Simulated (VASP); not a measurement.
# Ga3AsP2 (I-4m2) in VASP: notebook

The runs below take Ga3AsP2 through single point, with PBE.

Program: VASP 6.6.1. These are calculated values, not measurements. Logs are shortened: lines on timing, memory, paths and dates and some standing lists are left out, and cuts for length are marked.

## Step 1: The cell of the first run

It takes space group I-4m2 (No. 119, tetragonal). Conventional cell: a = 3.834 Å, b = 3.834 Å, c = 16.268 Å, α = 90.00°, β = 90.00°, γ = 90.00°. Within 3.1 Å of Ga (site symmetry -4m2) lie 4 P at 2.35 Å. Within 3.1 Å of Ga (site symmetry 2mm) lie 2 As at 2.35 Å and 2 P at 2.35 Å. P (site symmetry 2mm) has 4 Ga at 2.35 Å within 3.1 Å. As (site symmetry -4m2) has 4 Ga at 2.35 Å within 3.1 Å.

## Step 2: Single point, PBE

INCAR reads:

```
PREC = Accurate ; ENCUT = 520
EDIFF = 1E-7 ; ISMEAR = 0
SIGMA = 0.1 ; LREAL = F
LASPH = T ; NELM = 80
ALGO = Normal ; ISIF = 2
LWAVE = F ; LCHARG = F
GGA = PE ; NBANDS = 36
```

KPOINTS reads:

```
Automatic mesh
0
Gamma
  6 6 6
```

POSCAR reads:

```
Ga3AsP2
1.0
   -1.9171652500      1.9171652500      8.1338432900
    1.9171652500     -1.9171652500      8.1338432900
    1.9171652500      1.9171652500     -8.1338432900
Ga P As
3 2 1
Direct
    0.0000000000      0.0000000000      0.0000000000
    0.6666666700      0.6666666700      0.0000000000
    0.3333333300      0.3333333300      0.0000000000
    0.5833333300      0.0833333300      0.5000000000
    0.9166666700      0.4166666700      0.5000000000
    0.2500000000      0.7500000000      0.5000000000
```

Potentials or basis: VASP PAW PBE potentials, release 64 (Ga_d, P, As).

The run is started by

```bash
> cat potpaw_PBE.64/Ga_d/POTCAR potpaw_PBE.64/P/POTCAR potpaw_PBE.64/As/POTCAR > POTCAR
> mpirun -np 1 vasp_std > vasp.out
```

OUTCAR:

```text
PREC = Accurate
   ENCUT = 520
   EDIFF = 1E-7
   ISMEAR = 0
   LREAL = F
   LASPH = T
   NELM = 80
   ISIF = 2
   GGA = PE

 ion  position               nearest neighbor table
   1  0.000  0.000  0.000-   5 2.35   4 2.35   4 2.35   5 2.35
   2  0.667  0.667  0.000-   6 2.35   6 2.35   4 2.35   4 2.35
   3  0.333  0.333  0.000-   6 2.35   6 2.35   5 2.35   5 2.35
   4  0.583  0.083  0.500-   1 2.35   1 2.35   2 2.35   2 2.35
   5  0.917  0.417  0.500-   1 2.35   1 2.35   3 2.35   3 2.35
   6  0.250  0.750  0.500-   2 2.35   3 2.35   3 2.35   2 2.35

  LATTYP: Found a body centered tetragonal cell.
 ALAT       =     3.8343305000
 C/A-ratio  =     4.2426406853

  Lattice vectors:

 A1 = (  -1.9171652500,   1.9171652500,   8.1338432900)
 A2 = (   1.9171652500,  -1.9171652500,   8.1338432900)
 A3 = (   1.9171652500,   1.9171652500,  -8.1338432900)

Analysis of symmetry for initial positions (statically):
=====================================================================
 Subroutine PRICEL returns:
 Original cell was already a primitive cell.

 Routine SETGRP: Setting up the symmetry group for a
 body centered tetragonal supercell.

 Subroutine GETGRP returns: Found  8 space group operations
 (whereof  8 operations were pure point group operations)
 out of a pool of 16 trial point group operations.

The static configuration has the point symmetry D_2d.

Analysis of symmetry for dynamics (positions and initial velocities):
=====================================================================
 Subroutine PRICEL returns:
 Original cell was already a primitive cell.

 Routine SETGRP: Setting up the symmetry group for a
 body centered tetragonal supercell.

 Subroutine GETGRP returns: Found  8 space group operations
 (whereof  8 operations were pure point group operations)
 out of a pool of 16 trial point group operations.

The dynamic configuration has the point symmetry D_2d.

 Subroutine INISYM returns: Found  8 space group operations
 (whereof  8 operations are pure point group operations),
 and found     1 'primitive' translations

----------------------------------------------------------------------------------------

                                     Primitive cell

  volume of cell :     119.5845

[... 96 lines left out ...]
   EDIFF  = 0.1E-06   stopping-criterion for ELM
   LREAL  =      F    real-space projection
   EDIFFG = 0.1E-05   stopping-criterion for IOM
   NSW    =      0    number of steps for IOM
   IBRION =     -1    ionic relax: 0-MD 1-quasi-New 2-CG
   NFREE  =      0    steps in history (QN), initial steepest desc. (CG)
   ISIF   =      2    stress and relaxation
   ISYM   =      2    0-nonsym 1-usesym 2-fastsym
   POTIM  = 0.5000    time-step for ionic-motion
   TEBEG  =    0.0;   TEEND  =   0.0 temperature during run
   PSTRESS=    0.0 pullay stress
   NELECT =      54.0000    total number of electrons
   NUPDOWN=      -1.0000    fix difference up-down
   EMIN   =  10.00;   EMAX   =-10.00  energy-range for DOS
   EFERMI =   0.00;   METHOD = LEGACY
   ISMEAR =     0;   SIGMA  =   0.10  broadening in eV -4-tet -1-fermi 0-gaus
   EFERMI_NEDOS =   21; number of points for ismear=-14 and -15
   IALGO  =     38    algorithm
   IMIX   =      4    mixing-type and parameters
     AMIX     =   0.40;   BMIX     =  1.00
     AMIX_MAG =   1.60;   BMIX_MAG =  1.00
  volume/ion in A,a.u.               =      19.93       134.50
  Fermi-wavevector in a.u.,A,eV,Ry     =   1.255975  2.373449 21.462838  1.577474
  Thomas-Fermi vector in A             =   2.389706
   LORBIT       =      0    0 simple, 1 ext, 2 COOP (PROOUT), +10 PAW based schemes
   GGA     = PE    functional components
   LHFCALC =     F    Hartree Fock is set to
   AEXX    =    0.0000 exact exchange contribution
   IVDW    =     0    specifies the selected vdW correction
   LEPSILON=     F    determine dielectric tensor
   LRPA    =     F    only Hartree local field effects (RPA)
 non-spin polarized calculation
 Gauss-broadening in eV      SIGMA  =   0.10
  energy-cutoff  :      520.00
  volume of cell :      119.58
 maximum number of plane-waves:      3250
   NGX = 31   NGY = 31   NGZ = 31

 number of electron      54.0000002 magnetization

 Free energy of the ion-electron system (eV)
  ---------------------------------------------------
  ext. energy  EPLUGINS =         0.00000000
  ---------------------------------------------------
  free energy    TOTEN  =       -26.14991832 eV

  energy without entropy =      -26.14991832  energy(sigma->0) =      -26.14991832

 E-fermi :   5.3999     XC(G=0):  -9.9898

 val. band max:        4.9406033900   @ k =   0.0000   0.0000   0.0000
 cond. band min:       6.3813113243   @ k =  -0.3333  -0.3333   0.3333
 fundamental gap:      1.4407079342
 Fermi energy:         5.3999096264

 k-point     1 :       0.0000    0.0000    0.0000
  band No.  band energies     occupation
      1      -9.9770      2.00000
      2      -9.8997      2.00000
      3      -9.8364      2.00000
      4      -9.8364      2.00000
      5      -9.7881      2.00000
      6      -9.7881      2.00000
[... 925 lines left out ...]
     35      10.0503      0.00000
     36      10.7182      0.00000

 [... further k-points ...]

------------------------ aborting loop because EDIFF is reached ----------------------------------------

  FORCE on cell =-STRESS in cart. coord.  units (eV):
  Direction    XX          YY          ZZ          XY          YZ          ZX
  --------------------------------------------------------------------------------------
  -------------------------------------------------------------------------------------
  Total        5.9741531      5.9741531      5.8057490      0.0000000      0.0000000      0.0000000
  in kB       80.0409139     80.0409139     77.7846580      0.0000000      0.0000000      0.0000000
  external PRESSURE =      79.2888286 kB  Pullay stress =       0.0000000 kB

 VOLUME and BASIS-vectors are now :
 -----------------------------------------------------------------------------
  energy-cutoff  :      520.00
  volume of cell :      119.58
      direct lattice vectors                 reciprocal lattice vectors
    -1.917165250  1.917165250  8.133843290     0.000000000  0.260801723  0.061471556
     1.917165250 -1.917165250  8.133843290     0.260801723  0.000000000  0.061471556
     1.917165250  1.917165250 -8.133843290     0.260801723  0.260801723  0.000000000

 POSITION                                       TOTAL-FORCE (eV/Angst)
 -----------------------------------------------------------------------------------
      0.00000      0.00000      0.00000         0.000000     -0.000000      0.000000
      0.00000      0.00000     10.84512         0.000000      0.000000     -0.931054
      0.00000      0.00000      5.42256        -0.000000     -0.000000      0.931054
      0.00000      1.91717      1.35564        -0.000000      0.000000     -0.059478
      0.00000      1.91717      6.77820        -0.000000      0.000000      0.059478
      1.91717      0.00000      4.06692         0.000000     -0.000000      0.000000
 -----------------------------------------------------------------------------------
    total drift:                                0.000002     -0.000002      0.000000

  FREE ENERGIE OF THE ION-ELECTRON SYSTEM (eV)
  ---------------------------------------------------
  free  energy   TOTEN  =       -26.1499183211 eV

  energy  without entropy=      -26.1499183211  energy(sigma->0) =      -26.14991832
```

OSZICAR:

```text
N       E                     dE             d eps       ncg     rms          rms(c)
DAV:   1     0.425770602271E+03    0.42577E+03   -0.25228E+04  2336   0.220E+03
DAV:   2     0.342297298634E+02   -0.39154E+03   -0.37742E+03  2296   0.521E+02
DAV:   3    -0.240716726046E+02   -0.58301E+02   -0.56834E+02  2560   0.153E+02
DAV:   4    -0.268118340718E+02   -0.27402E+01   -0.27256E+01  2632   0.336E+01
DAV:   5    -0.268883575902E+02   -0.76524E-01   -0.76415E-01  2836   0.545E+00    0.706E+00
DAV:   6    -0.262229130081E+02    0.66544E+00   -0.11389E+00  3072   0.136E+01    0.421E+00
DAV:   7    -0.261488363864E+02    0.74077E-01   -0.64110E-01  2532   0.385E+00    0.158E+00
DAV:   8    -0.261505509920E+02   -0.17146E-02   -0.12369E-01  2728   0.421E+00    0.241E-01
DAV:   9    -0.261493832068E+02    0.11678E-02   -0.17631E-02  3032   0.247E+00    0.851E-02
DAV:  10    -0.261496851865E+02   -0.30198E-03   -0.31376E-03  2532   0.671E-01    0.603E-02
DAV:  11    -0.261498853264E+02   -0.20014E-03   -0.60858E-04  2908   0.251E-01    0.248E-02
DAV:  12    -0.261499111087E+02   -0.25782E-04   -0.12061E-04  2428   0.828E-02    0.114E-02
DAV:  13    -0.261499183916E+02   -0.72829E-05   -0.14244E-05  2688   0.299E-02    0.694E-03
DAV:  14    -0.261499181722E+02    0.21944E-06   -0.66099E-06  3000   0.359E-02    0.387E-03
DAV:  15    -0.261499183584E+02   -0.18623E-06   -0.11259E-06  2588   0.863E-03    0.106E-03
DAV:  16    -0.261499183211E+02    0.37331E-07   -0.10758E-07  1580   0.347E-03
   1 F= -.26149918E+02 E0= -.26149918E+02  d E =-.441553E-12
```

stdout:

```text
POSCAR found type information on POSCAR GaP As
 POSCAR found :  3 types and       6 ions
 scaLAPACK will be used
 LDA part: xc-table for (Slater+PW92), standard interpolation
 POSCAR, INCAR and KPOINTS ok, starting setup
 FFT: planning ... GRIDC
 FFT: planning ... GRID_SOFT
 FFT: planning ... GRID
 WAVECAR not read
 entering main loop
```

Run time: 4.5 min. Hardware: 1 thread of Intel Xeon 6975P-C (Granite Rapids), shared host; peak memory 0.61 GiB.

Results:

```yaml
Free_energy: -26.1499 eV
Pressure: 7.9 GPa
Largest_force: 0.931 eV/Å
Band_gap_on_the_k_mesh: 1.44 eV (least direct gap 1.59 eV)
```

Forces in eV/Å, atoms in the order of the input:
```
Ga   0.000  0.000  0.000
Ga   0.000  0.000 -0.931
Ga   0.000  0.000  0.931
P    0.000  0.000 -0.059
P    0.000  0.000  0.059
As   0.000  0.000  0.000
```

Stress tensor (GPa, compression positive):
```
8.00 0.00 0.00
0.00 8.00 0.00
0.00 0.00 7.78
```

Caveat: the cell stands under pressure.

## Step 3: Single point, PBE

This run uses another cell than the first one, of 21.76 Å³/atom.

INCAR reads:

```
SYSTEM = Ga3AsP2
PREC     = Accurate       ! precision mode
ENCUT    = 520            ! plane-wave cutoff, eV
EDIFF    = 1E-7           ! SCF threshold, eV
ISMEAR   = 0              ! smearing method
SIGMA    = 0.1            ! smearing width, eV
LREAL    = .False.        ! projectors in reciprocal space
LASPH    = .True.         ! aspherical terms in the spheres
NELM     = 100            ! most SCF steps
ALGO     = Normal         ! electronic algorithm
ISIF     = 2              ! what is computed and relaxed
LWAVE    = .False.        ! write WAVECAR
LCHARG   = .False.        ! write CHGCAR
GGA      = PE             ! functional
NBANDS   = 36             ! bands
```

KPOINTS reads:

```
regular mesh
0
Gamma
  6 6 6
  0 0 0
```

POSCAR reads:

```
Ga3AsP2
1.0
   -1.9753143905      1.9753143905      8.3657194432
    1.9753143905     -1.9753143905      8.3657194432
    1.9753143905      1.9753143905     -8.3657194432
Ga P As
3 2 1
Direct
    0.0000000000      0.0000000000      0.0000000000
    0.6625457862      0.6625457862      0.0000000000
    0.3374542138      0.3374542138      0.0000000000
    0.5813054090      0.0813054090      0.5000000000
    0.9186945910      0.4186945910      0.5000000000
    0.2500000000      0.7500000000      0.5000000000
```

Potentials or basis: VASP PAW PBE potentials, release 64 (Ga_d, P, As).

The run is started by

```bash
> cat potpaw_PBE.64/Ga_d/POTCAR potpaw_PBE.64/P/POTCAR potpaw_PBE.64/As/POTCAR > POTCAR
> mpirun -np 1 vasp_std > vasp.out
```

It took 5.6 min on 1 thread of Intel Xeon 6975P-C (Granite Rapids), shared host; peak memory 0.73 GiB.

Results (log left out):

```yaml
Free_energy: -26.4654 eV
Pressure: 0.1 GPa
Largest_force: 0.017 eV/Å
Band_gap_on_the_k_mesh: 1.05 eV
```

Forces on the atoms (eV/Å):
```
Ga   0.000  0.000  0.000
Ga   0.000  0.000 -0.017
Ga   0.000  0.000  0.017
P    0.000  0.000  0.000
P    0.000  0.000  0.000
As   0.000  0.000  0.000
```

Levels at points of the mesh, in eV from the valence-band top:
```csv
k point,band 24,band 25,band 26,band 27,band 28,band 29,band 30,band 31
"(0.00, 0.00, 0.00)",-2.01,-0.04,0.00,0.00,1.05,1.58,1.75,2.73
"(0.50, 0.00, 0.00)",-1.37,-1.34,-1.10,-0.75,1.29,2.53,2.77,4.56
"(0.50, 0.50, 0.00)",-3.15,-3.12,-2.58,-2.57,1.61,1.76,3.41,3.42
"(0.50, 0.50, 0.50)",-1.16,-1.16,-0.78,-0.78,1.61,1.67,2.43,2.90
```

A k mesh can miss the band edges.
